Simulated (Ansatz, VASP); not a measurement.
**C: VASP beside Ansatz**

Contents of POSCAR:

```
C
1.0
    0.0000000000      2.1586578877      3.4549107515
    1.2463400222      0.0000000000      3.4549107515
    1.2463400222      2.1586578877      0.0000000000
C
2
Direct
    0.1667039277      0.8332960723      0.1667039277
    0.8332960723      0.1667039277      0.8332960723
```

File INCAR.step1:

```
SYSTEM = C
PREC = Accurate
ENCUT = 520
ISMEAR = 0
SIGMA = 0.05
LREAL = .False.
LASPH = .True.
NELM = 60
NBANDS = 11
GGA = PE
ALGO = Normal
EDIFF = 1E-4
LWAVE = .True.
LCHARG = .False.
```

The input INCAR.step2:

```
SYSTEM = C
PREC = Accurate
ENCUT = 520
EDIFF = 1E-6
ISMEAR = 0
SIGMA = 0.05
LREAL = .False.
LASPH = .True.
NELM = 60
ALGO = Normal
ISIF = 2
LWAVE = .False.
LCHARG = .False.
METAGGA = R2SCAN
LMIXTAU = .True.
NBANDS = 11
ISTART = 1
```

Contents of KPOINTS:

```
Automatic mesh
0
Gamma
  14 14 14
  0 0 0
```

Input for Ansatz:

```yaml
crystal:
  lattice:
    - [0.0, 2.1586578877, 3.4549107515]
    - [1.2463400222, 0.0, 3.4549107515]
    - [1.2463400222, 2.1586578877, 0.0]
  atoms:
    - { symbol: C, position: [0.1667039277, 0.8332960723, 0.1667039277] }
    - { symbol: C, position: [0.8332960723, 0.1667039277, 0.8332960723] }
basis:
  ecutwfc: 500
kpoints:
  mp_grid: { grid: [14, 14, 14] }
hamiltonian:
  xc: r2scan
scf:
  occupations: { method: gaussian, width: 0.05 }
output:
  forces: true
  stress: true
  eigenvalues: true
```

Change from the starting cell: strain +0.015 along x and y, -0.030 along z, atoms carried along.

Alike in both runs: task single point; functional r2SCAN; k mesh 14 × 14 × 14; occupations gaussian, width 0.05 eV; no spin polarisation.

|  | VASP | Ansatz |
| --- | --- | --- |
| version | VASP 6.6.1 | Ansatz 0.2.0 |
| potentials or method | VASP PAW PBE potentials, release 64 (C), cutoff 520 eV | scalar-relativistic, plane waves, PAW |
| valence electrons in the cell | 8 | 8 |

|  | VASP | Ansatz | Ansatz less VASP |
| --- | --- | --- | --- |
| gap on the k mesh at the Fermi level (eV) | 0.46 | 0.46 | -0.001 |
| least direct gap on the mesh (eV) | 0.56 | 0.56 | -0.001 |
| pressure (GPa) | -10.8 | -11.4 | -0.62 |
| traceless stress, the component that is largest in VASP (GPa) | 11.58 | 12.30 | +0.723 |
| rms of the force components (eV/Å) | 0.005 | 0.005 | +0.0001 |

VASP's potentials were made for PBE, not for r2SCAN. Atom by atom the forces differ by 0.000 eV/Å (rms over components). With one functional, cell and mesh, what is left measures potentials, basis and numerics.
